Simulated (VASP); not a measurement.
A run of VASP 6.6.1:

The input INCAR:

```
SYSTEM = WSe
PREC = Accurate ; ENCUT = 520
EDIFF = 1E-7 ; ISMEAR = 0
SIGMA = 0.1 ; LREAL = .False.
LASPH = .True. ; NELM = 100
ALGO = Normal ; ISIF = 2
LWAVE = .False. ; LCHARG = .False.
GGA = PE ; NBANDS = 17
```

KPOINTS

```
regular mesh
0
Gamma
  6 6 6
  0 0 0
```

POSCAR

```
WSe
1.0
    0.0000000000      2.7761939885      2.7761939885
    2.7761939885      0.0000000000      2.7761939885
    2.7761939885      2.7761939885      0.0000000000
W Se
1 1
Direct
    0.0000000000      0.0000000000      0.0000000000
    0.5000000000      0.5000000000      0.5000000000
```

Potentials or basis: VASP PAW PBE potentials, release 64 (W_sv, Se).

Launch:

```bash
$ cat potpaw_PBE.64/W_sv/POTCAR potpaw_PBE.64/Se/POTCAR > POTCAR
$ mpirun -np 1 vasp_std > vasp.out
```

Hardware: 1 thread of Intel Xeon 8259CL (shared host).

How long does it take, and how much memory?

Run time: 14 s on 1 thread of Intel Xeon 8259CL, on a shared host, peak memory 0.17 GiB. Counts: scf iterations 13, k points 16.
